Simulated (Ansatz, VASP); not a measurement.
**Rh in VASP and in Ansatz**

File INCAR:

```
SYSTEM = Rh
PREC = Accurate ; ENCUT = 500
EDIFF = 1E-6 ; ISMEAR = -1
SIGMA = 0.1 ; LREAL = .False.
LASPH = .True. ; NELM = 120
ALGO = Normal ; ISIF = 2
LWAVE = .False. ; LCHARG = .False.
GGA = PE ; NBANDS = 14
GGA_COMPAT = .False.
```

Contents of KPOINTS:

```
Automatic mesh
0
Gamma
  7 7 7
  0 0 0
```

POSCAR

```
Rh
1.0
    0.0000000000      1.8978500000      1.8978500000
    1.8978500000      0.0000000000      1.8978500000
    1.8978500000      1.8978500000      0.0000000000
Rh
1
Direct
    0.0000000000      0.0000000000      0.0000000000
```

Input for Ansatz:

```yaml
crystal:
  lattice:
    - [0.0, 1.89785, 1.89785]
    - [1.89785, 0.0, 1.89785]
    - [1.89785, 1.89785, 0.0]
  atoms:
    - { symbol: Rh, position: [0.0, 0.0, 0.0] }
hamiltonian:
  xc: pbe
  pseudopotentials: { kind: paw }
basis:
  ecutwfc: 420
kpoints:
  mp_grid: { grid: [7, 7, 7] }
scf:
  occupations: { method: fermi_dirac, width: 0.1 }
  lower_state_search: "off"
  max_iter: 100
output:
  forces: true
  stress: true
```

Alike in both runs: task single point; functional PBE; k mesh 7 × 7 × 7; occupations fermi-dirac, width 0.1 eV; no spin polarisation.

```csv
,VASP,Ansatz
version,VASP 6.6.1,Ansatz 0.2.0
potentials or method,"VASP PAW PBE potentials, release 64 (Rh_pv), cutoff 500 eV","PAW, plane waves, scalar-relativistic"
valence electrons in the cell,15,17
```

|  | VASP | Ansatz | Ansatz less VASP |
| --- | --- | --- | --- |
| pressure (GPa) | 6.6 | 6.6 | -0.09 |

VASP's potentials hold 15 valence electrons a cell and Ansatz's 17, so a difference there can come from the potentials and not from the codes.

The k mesh is coarse, so the values compare programs but aren't converged.
